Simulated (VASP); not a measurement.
# Al (P6_3/mmc) in VASP: notebook, part 2 of 2

VASP 6.6.1. Earlier steps stand in the parts before.

### 4 Relaxation of cell and atoms, PBEsol

This run uses another cell than the first one, of 16.67 Å³/atom, 1.025 times its volume.

Contents of INCAR:

```
SYSTEM = Al
PREC = Accurate
ENCUT = 600
EDIFF = 1E-6
ISMEAR = 1
SIGMA = 0.1
LREAL = .False.
LASPH = .True.
NELM = 100
ALGO = Normal
ISIF = 3
LWAVE = .False.
LCHARG = .False.
GGA = PS
IBRION = 2
NSW = 80
EDIFFG = -0.03
```

Contents of KPOINTS:

```
regular mesh
0
Gamma
  13 13 7
  0 0 0
```

Contents of POSCAR:

```
Al
1.0
    2.8124550000      0.0000000000      0.0000000000
   -1.4062280000      2.4356580000      0.0000000000
    0.0000000000      0.0000000000      4.8668500000
Al
2
Direct
    0.6666666667      0.3333333333      0.7500000000
    0.3333333333      0.6666666667      0.2500000000
```

Potentials or basis: VASP PAW PBE potentials, release 64 (Al).

Launch:

```bash
> cat potpaw_PBE.64/Al/POTCAR > POTCAR
> mpirun -np 1 vasp_std > vasp.out
```

OUTCAR:

```text
SYSTEM = Al
   PREC = Accurate
   ENCUT = 600
   EDIFF = 1E-6
   ISMEAR = 1
   LREAL = .False.
   LASPH = .True.
   NELM = 100
   ISIF = 3
   GGA = PS
   IBRION = 2
   NSW = 80
   EDIFFG = -0.03

 ion  position               nearest neighbor table
   1  0.667  0.333  0.750-   2 2.93   2 2.93   2 2.93   2 2.93   2 2.93   2 2.93
   2  0.333  0.667  0.250-   1 2.93   1 2.93   1 2.93   1 2.93   1 2.93   1 2.93

  LATTYP: Found a hexagonal cell.
 ALAT       =     2.8124550000
 C/A-ratio  =     1.7304632430

  Lattice vectors:

 A1 = (   2.8124550000,   0.0000000000,   0.0000000000)
 A2 = (  -1.4062280000,   2.4356580000,   0.0000000000)
 A3 = (   0.0000000000,   0.0000000000,   4.8668500000)

Analysis of symmetry for initial positions (statically):
=====================================================================
 Subroutine PRICEL returns:
 Original cell was already a primitive cell.

 Routine SETGRP: Setting up the symmetry group for a
 hexagonal supercell.

 Subroutine GETGRP returns: Found 24 space group operations
 (whereof 12 operations were pure point group operations)
 out of a pool of 24 trial point group operations.

The static configuration has the point symmetry D_3d.
 The point group associated with its full space group is D_6h.

[... 266 lines left out ...]

  energy  without entropy=       -8.1135636646  energy(sigma->0) =       -8.11342909

[... ionic steps 4 to 9 ...]

--------------------------------------- Ionic step       10  -------------------------------------------

 number of electron       6.0000000 magnetization

------------------------ aborting loop because EDIFF is reached ----------------------------------------
[... 67 lines left out ...]
--------------------------------------- Ionic step       12  -------------------------------------------

 number of electron       6.0000000 magnetization

 Free energy of the ion-electron system (eV)
  ---------------------------------------------------
  ext. energy  EPLUGINS =         0.00000000
  ---------------------------------------------------
  free energy    TOTEN  =        -8.12395344 eV

  energy without entropy =       -8.12395574  energy(sigma->0) =       -8.12395421

 E-fermi :   8.1081     XC(G=0): -10.3031

 val. band max:        8.0079257542   @ k =   0.0769   0.0000   0.2857
 cond. band min:       8.1099288783   @ k =   0.3846   0.2308   0.2857
 fundamental gap:      0.1020031241
 Fermi energy:         8.1081081019

 k-point     1 :       0.0000    0.0000    0.0000
  band No.  band energies     occupation
      1      -3.1392      2.00000
      2       3.4716      2.00000
      3       3.7637      2.00000
      4      18.6254      0.00000
      5      18.6254      0.00000
      6      19.0248      0.00000
      7      19.0248      0.00000
[... 221 lines left out ...]
 k-point    24 :       0.1538    0.0000    0.1429
  band No.  band energies     occupation
      1      -2.4259      2.00000
      2       2.4003      2.00000
      3       6.1663      2.00000
      4      13.5549      0.00000
      5      16.2325      0.00000
      6      17.3139      0.00000
      7      18.1650      0.00000

 [... further k-points ...]
[... 5 lines left out ...]
  --------------------------------------------------------------------------------------
  -------------------------------------------------------------------------------------
  Total       -0.0330209     -0.0330209      0.0521666      0.0000000     -0.0000000      0.0000000
  in kB       -1.6230499     -1.6230506      2.5641053      0.0000003     -0.0000000      0.0000000
  external PRESSURE =      -0.2273317 kB  Pullay stress =       0.0000000 kB
[... 17 lines left out ...]
  FREE ENERGIE OF THE ION-ELECTRON SYSTEM (eV)
  ---------------------------------------------------
  free  energy   TOTEN  =        -8.1239534445 eV

  energy  without entropy=       -8.1239557416  energy(sigma->0) =       -8.12395421

 reached required accuracy - stopping structural energy minimisation
```

Wall time 61 s (1 thread of Intel Xeon Platinum 8259CL at 2.50GHz (Skylake/Cascade Lake), shared host); peak memory 0.17 GiB.

What came out:

- Free energy: -8.1240 eV
- Relaxed volume: 16.30 Å³/atom
- Relaxed cell: a = 2.852 Å, b = 2.852 Å, c = 4.627 Å, α = 90.00°, β = 90.00°, γ = 120.00°
- Space group after relaxing (to 0.05 Å): P6_3/mmc (No. 194)
- Energy gained by relaxing: 8.4 meV/atom
- Ionic steps: 12
- Pressure after relaxing: 0.0 GPa
- Band gap on the k mesh: zero (band 3 reaches 11.46 eV, above the bottom of band 4 at 5.26 eV)

Step by step:
| step | energy change (eV) | largest force (eV/Å) | pressure (GPa) | volume (Å³) |
| --- | --- | --- | --- | --- |
| 1 | 0.0000 | 0.0000 | -1.27 | 33.34 |
| 2 | -0.0095 | 0.0000 | 0.02 | 32.70 |
| 3 | -0.0063 | 0.0000 | 3.02 | 31.49 |
| 4 | -0.0127 | 0.0000 | 1.52 | 32.09 |
| 5 | -0.0122 | 0.0000 | 0.51 | 32.49 |
| 6 | -0.0133 | 0.0000 | 1.09 | 32.26 |
| 7 | -0.0161 | 0.0000 | 0.22 | 32.54 |
| 8 | -0.0168 | 0.0000 | -0.20 | 32.68 |
| 9 | -0.0168 | 0.0000 | -0.36 | 32.74 |
| 10 | -0.0168 | 0.0000 | -0.29 | 32.71 |
| 11 | -0.0168 | 0.0000 | -0.31 | 32.72 |
| 12 | -0.0169 | 0.0000 | -0.02 | 32.60 |

Final structure:
```yaml
crystal:
  lattice:
    - [2.85205, 0.00000, 0.00000]
    - [-1.42602, 2.46995, 0.00000]
    - [0.00000, 0.00000, 4.62725]
  atoms:
    - { symbol: Al, position: [0.66667, 0.33333, 0.75000] }
    - { symbol: Al, position: [0.33333, 0.66667, 0.25000] }
```

Levels at points of the mesh, in eV from the Fermi level:
```
           k point  band 1  band 2  band 3  band 4  band 5  band 6
(0.00, 0.00, 0.00)  -11.25   -4.64   -4.34   10.52   10.52   10.92
```

Caveat: the PAW data sets were made with another functional, which shifts forces and pressure a little.

### 5 Relaxation of cell and atoms, PBEsol+D3(BJ)

This run uses another cell than the first one, of 16.67 Å³/atom, 1.025 times its volume.

Contents of INCAR:

```
PREC = Accurate
ENCUT = 600
EDIFF = 1E-6
ISMEAR = 1
SIGMA = 0.1
LREAL = False
LASPH = True
NELM = 80
ALGO = Normal
ISIF = 3
LWAVE = False
LCHARG = False
GGA = PS
IVDW = 12
IBRION = 2
NSW = 80
EDIFFG = -0.03
```

Contents of KPOINTS:

```
regular mesh
0
Gamma
  13 13 7
```

POSCAR is that of step 4.

Launch:

```bash
> cat potpaw_PBE.64/Al/POTCAR > POTCAR
> mpirun -np 1 vasp_std > vasp.out
```

Wall time 40 s (1 thread of Intel Xeon Platinum 8259CL at 2.50GHz (Skylake/Cascade Lake), shared host); peak memory 0.17 GiB.

Results (log left out):

```yaml
Free_energy: -8.7804 eV
Relaxed_volume: 15.66 Å³/atom
Relaxed_cell: a = 2.811 Å, b = 2.811 Å, c = 4.577 Å, α = 90.00°, β = 90.00°, γ = 120.00°
Space_group_after_relaxing_to_0.05_Å: P6_3/mmc (No. 194)
Energy_gained_by_relaxing: 22.6 meV/atom
Ionic_steps: 7
Pressure_after_relaxing: 0.0 GPa
Band_gap_on_the_k_mesh: zero (band 3 reaches 11.90 eV, above the bottom of band 4 at 5.62 eV)
Dispersion_energy_per_atom: -0.335 eV
```

Stress tensor (GPa, compression positive):
```
 0.06  0.00  0.00
 0.00  0.06  0.00
 0.00  0.00 -0.14
```

Step by step:
| step | energy change (eV) | largest force (eV/Å) | pressure (GPa) | volume (Å³) |
| --- | --- | --- | --- | --- |
| 1 | 0.0000 | 0.0000 | -4.35 | 33.34 |
| 2 | -0.0345 | 0.0000 | 0.72 | 31.20 |
| 3 | -0.0345 | 0.0000 | 0.86 | 31.15 |
| 4 | -0.0421 | 0.0000 | 0.96 | 31.03 |
| 5 | -0.0439 | 0.0000 | 1.04 | 30.96 |
| 6 | -0.0449 | 0.0000 | -0.41 | 31.47 |
| 7 | -0.0451 | 0.0000 | -0.01 | 31.32 |

Final structure:
```xyz
2
Lattice="2.8109 0.0000 0.0000 -1.4054 2.4343 0.0000 0.0000 0.0000 4.5770" Properties=species:S:1:pos:R:3 pbc="T T T"
Al    1.4054    0.8114    3.4328
Al    0.0000    1.6229    1.1443
```

Levels at points of the mesh, in eV from the Fermi level:
```
           k point  band 1  band 2  band 3  band 4  band 5  band 6  band 7
(0.00, 0.00, 0.00)  -11.55   -4.84   -4.47   10.89   10.89   11.16   11.16
```

Caveat: the PAW data sets were made with another functional, which shifts forces and pressure a little; pairwise dispersion overbinds metals, which lowers pressure and volume.

### 6 Summary

| task | level | cell | cutoff (eV) | gap on the mesh (eV) | pressure (GPa) | relaxed volume (Å³/atom) |
| --- | --- | --- | --- | --- | --- | --- |
| single point | PBEsol | a = 2.847, b = 2.847, c = 4.634 Å, angles 90.0, 90.0, 120.0°, 2 atoms | 520 | none | 0.1 | - |
| relaxation of cell and atoms | BLYP+D3(BJ) | relaxed from a = 2.812, b = 2.812, c = 4.867 Å, angles 90.0, 90.0, 120.0°, 2 atoms | 600 | none | 0.1 | 15.64 |
| relaxation of cell and atoms | PBEsol | relaxed from a = 2.812, b = 2.812, c = 4.867 Å, angles 90.0, 90.0, 120.0°, 2 atoms | 600 | none | 0.0 | 16.30 |
| relaxation of cell and atoms | PBEsol+D3(BJ) | relaxed from a = 2.812, b = 2.812, c = 4.867 Å, angles 90.0, 90.0, 120.0°, 2 atoms | 600 | none | 0.0 | 15.66 |

Alike in all rows: potentials or basis VASP PAW PBE potentials, release 64 (Al); no spin polarisation; k mesh 13 × 13 × 7; smearing methfessel-paxton 0.1 eV.

Caveats: the PAW data sets were made with another functional, which shifts forces and pressure a little; pairwise dispersion overbinds metals, which lowers pressure and volume (some runs).

Absolute energies hang on the potentials; compare differences alone.
